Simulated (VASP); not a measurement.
# CsPbBr3 (Pm-3m) in VASP: single point with PBE

Aim: the single point of CsPbBr3 with PBE.

All numbers are computed with VASP 6.6.1; they aren't measurements. Logs are shortened: lines on timing, memory, paths and dates and some standing lists are left out, and cuts for length are marked.

### 1 The cell of the first run

The structure is cubic, space group Pm-3m (No. 221). Conventional cell: a = 5.943 Å, b = 5.943 Å, c = 5.943 Å, α = 90.00°, β = 90.00°, γ = 90.00°. Within 5.5 Å of Cs (site symmetry m-3m) lie 12 Br at 4.20 Å and 8 Pb at 5.15 Å. Pb (site symmetry m-3m) has 6 Br at 2.97 Å within 3.9 Å. Br (site symmetry 4/mmm) has 2 Pb at 2.97 Å within 3.9 Å.

### 2 Single point, PBE

Contents of INCAR:

```
SYSTEM = CsPbBr3
PREC = Accurate ; ENCUT = 520
EDIFF = 1E-7 ; ISMEAR = 0
SIGMA = 0.01 ; LREAL = .FALSE.
LASPH = .TRUE. ; NELM = 60
ALGO = Normal ; ISIF = 2
LWAVE = .FALSE. ; LCHARG = .FALSE.
GGA = PE ; NBANDS = 30
```

Contents of KPOINTS:

```
Automatic mesh
0
G
  4 4 4
  0 0 0
```

Contents of POSCAR:

```
CsPbBr3
1.0
    5.9429133208      0.0000000000      0.0000000000
    0.0000000000      5.9429133208      0.0000000000
    0.0000000000      0.0000000000      5.9429133208
Cs Pb Br
1 1 3
Direct
    0.0000000000      0.0000000000      0.0000000000
    0.5000000000      0.5000000000      0.5000000000
    0.0000000000      0.5000000000      0.5000000000
    0.5000000000      0.0000000000      0.5000000000
    0.5000000000      0.5000000000      0.0000000000
```

Potentials or basis: VASP PAW PBE potentials, release 64 (Cs_sv, Pb_d, Br).

Started as:

```
$ cat potpaw_PBE.64/Cs_sv/POTCAR potpaw_PBE.64/Pb_d/POTCAR potpaw_PBE.64/Br/POTCAR > POTCAR
$ mpirun -np 1 vasp_std > vasp.out
```

OUTCAR:

```text
SYSTEM = CsPbBr3
   PREC = Accurate
   ENCUT = 520
   EDIFF = 1E-7
   ISMEAR = 0
   LREAL = .FALSE.
   LASPH = .TRUE.
   NELM = 60
   ISIF = 2
   GGA = PE

 ion  position               nearest neighbor table
   1  0.000  0.000  0.000-
   2  0.500  0.500  0.500-   3 2.97   4 2.97   5 2.97   5 2.97   4 2.97   3 2.97
   3  0.000  0.500  0.500-   2 2.97   2 2.97
   4  0.500  0.000  0.500-   2 2.97   2 2.97
   5  0.500  0.500  0.000-   2 2.97   2 2.97

  LATTYP: Found a simple cubic cell.
 ALAT       =     5.9429133208

  Lattice vectors:

 A1 = (   5.9429133208,   0.0000000000,   0.0000000000)
 A2 = (   0.0000000000,   5.9429133208,   0.0000000000)
 A3 = (   0.0000000000,   0.0000000000,   5.9429133208)

Analysis of symmetry for initial positions (statically):
=====================================================================
 Subroutine PRICEL returns:
 Original cell was already a primitive cell.

 Routine SETGRP: Setting up the symmetry group for a
 simple cubic supercell.

 Subroutine GETGRP returns: Found 48 space group operations
 (whereof 48 operations were pure point group operations)
 out of a pool of 48 trial point group operations.

The static configuration has the point symmetry O_h .

Analysis of symmetry for dynamics (positions and initial velocities):
=====================================================================
 Subroutine PRICEL returns:
 Original cell was already a primitive cell.

 Routine SETGRP: Setting up the symmetry group for a
 simple cubic supercell.

 Subroutine GETGRP returns: Found 48 space group operations
 (whereof 48 operations were pure point group operations)
 out of a pool of 48 trial point group operations.

The dynamic configuration has the point symmetry O_h .

 Subroutine INISYM returns: Found 48 space group operations
 (whereof 48 operations are pure point group operations),
 and found     1 'primitive' translations

----------------------------------------------------------------------------------------

                                     Primitive cell

  volume of cell :     209.8931

  direct lattice vectors                    reciprocal lattice vectors
     5.942913321  0.000000000  0.000000000     0.168267640  0.000000000  0.000000000
     0.000000000  5.942913321  0.000000000     0.000000000  0.168267640  0.000000000
[... 76 lines left out ...]
   EDIFF  = 0.1E-06   stopping-criterion for ELM
   LREAL  =      F    real-space projection
   EDIFFG = 0.1E-05   stopping-criterion for IOM
   NSW    =      0    number of steps for IOM
   IBRION =     -1    ionic relax: 0-MD 1-quasi-New 2-CG
   NFREE  =      0    steps in history (QN), initial steepest desc. (CG)
   ISIF   =      2    stress and relaxation
   ISYM   =      2    0-nonsym 1-usesym 2-fastsym
   POTIM  = 0.5000    time-step for ionic-motion
   TEBEG  =    0.0;   TEEND  =   0.0 temperature during run
   PSTRESS=    0.0 pullay stress
   NELECT =      44.0000    total number of electrons
   NUPDOWN=      -1.0000    fix difference up-down
   EMIN   =  10.00;   EMAX   =-10.00  energy-range for DOS
   EFERMI =   0.00;   METHOD = LEGACY
   ISMEAR =     0;   SIGMA  =   0.01  broadening in eV -4-tet -1-fermi 0-gaus
   EFERMI_NEDOS =   21; number of points for ismear=-14 and -15
   IALGO  =     38    algorithm
   IMIX   =      4    mixing-type and parameters
     AMIX     =   0.40;   BMIX     =  1.00
     AMIX_MAG =   1.60;   BMIX_MAG =  1.00
  volume/ion in A,a.u.               =      41.98       283.29
  Fermi-wavevector in a.u.,A,eV,Ry     =   0.972508  1.837773 12.867995  0.945771
  Thomas-Fermi vector in A             =   2.102812
   LORBIT       =      0    0 simple, 1 ext, 2 COOP (PROOUT), +10 PAW based schemes
   GGA     = PE    functional components
   LHFCALC =     F    Hartree Fock is set to
   AEXX    =    0.0000 exact exchange contribution
   IVDW    =     0    specifies the selected vdW correction
   LEPSILON=     F    determine dielectric tensor
   LRPA    =     F    only Hartree local field effects (RPA)
 non-spin polarized calculation
 Gauss-broadening in eV      SIGMA  =   0.01
  energy-cutoff  :      520.00
  volume of cell :      209.89
 maximum number of plane-waves:      5695
 NGX is ok and might be reduce to    48
   NGX = 23   NGY = 23   NGZ = 23

 number of electron      43.9999990 magnetization

 Free energy of the ion-electron system (eV)
  ---------------------------------------------------
  ext. energy  EPLUGINS =         0.00000000
  ---------------------------------------------------
  free energy    TOTEN  =       -15.85800878 eV

  energy without entropy =      -15.85800878  energy(sigma->0) =      -15.85800878

 E-fermi :   0.9620     XC(G=0):  -7.4858

 val. band max:        0.8969438856   @ k =   0.5000   0.5000   0.5000
 cond. band min:       2.5709056370   @ k =   0.5000   0.5000   0.5000
 fundamental gap:      1.6739617515
 Fermi energy:         0.9619704406

 k-point     1 :       0.0000    0.0000    0.0000
  band No.  band energies     occupation
      1     -20.4352      2.00000
      2     -15.8525      2.00000
      3     -15.8525      2.00000
      4     -15.7236      2.00000
      5     -15.7236      2.00000
      6     -15.7236      2.00000
[... 319 lines left out ...]
     29       6.2392      0.00000
     30       7.4045      0.00000

------------------------ aborting loop because EDIFF is reached ----------------------------------------

  FORCE on cell =-STRESS in cart. coord.  units (eV):
  Direction    XX          YY          ZZ          XY          YZ          ZX
  --------------------------------------------------------------------------------------
  -------------------------------------------------------------------------------------
  Total        0.8843008      0.8843008      0.8843008     -0.0000000      0.0000000      0.0000000
  in kB        6.7501340      6.7501340      6.7501340     -0.0000000      0.0000000      0.0000000
  external PRESSURE =       6.7501340 kB  Pullay stress =       0.0000000 kB

 VOLUME and BASIS-vectors are now :
 -----------------------------------------------------------------------------
  energy-cutoff  :      520.00
  volume of cell :      209.89
      direct lattice vectors                 reciprocal lattice vectors
     5.942913321  0.000000000  0.000000000     0.168267640  0.000000000  0.000000000
     0.000000000  5.942913321  0.000000000     0.000000000  0.168267640  0.000000000
     0.000000000  0.000000000  5.942913321     0.000000000  0.000000000  0.168267640

 POSITION                                       TOTAL-FORCE (eV/Angst)
 -----------------------------------------------------------------------------------
      0.00000      0.00000      0.00000         0.000000      0.000000      0.000000
      2.97146      2.97146      2.97146         0.000000      0.000000      0.000000
      0.00000      2.97146      2.97146         0.000000      0.000000      0.000000
      2.97146      0.00000      2.97146         0.000000      0.000000      0.000000
      2.97146      2.97146      0.00000         0.000000      0.000000      0.000000
 -----------------------------------------------------------------------------------
    total drift:                                0.000000     -0.000000     -0.000000

  FREE ENERGIE OF THE ION-ELECTRON SYSTEM (eV)
  ---------------------------------------------------
  free  energy   TOTEN  =       -15.8580087821 eV

  energy  without entropy=      -15.8580087821  energy(sigma->0) =      -15.85800878
```

OSZICAR:

```text
N       E                     dE             d eps       ncg     rms          rms(c)
DAV:   1     0.387660700683E+03    0.38766E+03   -0.18554E+04   600   0.130E+03
DAV:   2     0.316676581013E+02   -0.35599E+03   -0.33900E+03   704   0.293E+02
DAV:   3    -0.147306894733E+02   -0.46398E+02   -0.46009E+02   732   0.116E+02
DAV:   4    -0.164332644195E+02   -0.17026E+01   -0.16982E+01   762   0.293E+01
DAV:   5    -0.164862265616E+02   -0.52962E-01   -0.52948E-01   748   0.442E+00    0.405E+00
DAV:   6    -0.158995310245E+02    0.58670E+00   -0.89375E-01   902   0.903E+00    0.232E+00
DAV:   7    -0.158474882560E+02    0.52043E-01   -0.47796E-01   894   0.365E+00    0.101E+00
DAV:   8    -0.158580211979E+02   -0.10533E-01   -0.58705E-02   754   0.190E+00    0.183E-01
DAV:   9    -0.158575917276E+02    0.42947E-03   -0.79859E-03   900   0.693E-01    0.104E-01
DAV:  10    -0.158579196675E+02   -0.32794E-03   -0.10118E-03   686   0.154E-01    0.492E-02
DAV:  11    -0.158580075345E+02   -0.87867E-04   -0.20254E-04   750   0.109E-01    0.842E-03
DAV:  12    -0.158580091162E+02   -0.15817E-05   -0.35647E-05   888   0.489E-02    0.102E-02
DAV:  13    -0.158580085976E+02    0.51855E-06   -0.42797E-06   804   0.119E-02    0.351E-03
DAV:  14    -0.158580087435E+02   -0.14591E-06   -0.93099E-07   810   0.791E-03    0.130E-03
DAV:  15    -0.158580087821E+02   -0.38531E-07   -0.49103E-08   480   0.136E-03
   1 F= -.15858009E+02 E0= -.15858009E+02  d E =-.381336E-22
```

stdout:

```text
POSCAR found type information on POSCAR CsPbBr
 POSCAR found :  3 types and       5 ions
 scaLAPACK will be used
 LDA part: xc-table for (Slater+PW92), standard interpolation
 POSCAR, INCAR and KPOINTS ok, starting setup
 FFT: planning ... GRIDC
 FFT: planning ... GRID_SOFT
 FFT: planning ... GRID
 WAVECAR not read
 entering main loop
```

It took 29 s on 1 thread of Intel Xeon 6975P-C (Granite Rapids), shared host; peak memory 0.34 GiB.

What came out:

* Free energy: -15.8580 eV
* Pressure: 0.7 GPa
* Band gap on the k mesh: 1.67 eV

Caveat: spin-orbit coupling is left out, which moves the levels of the heavy elements.
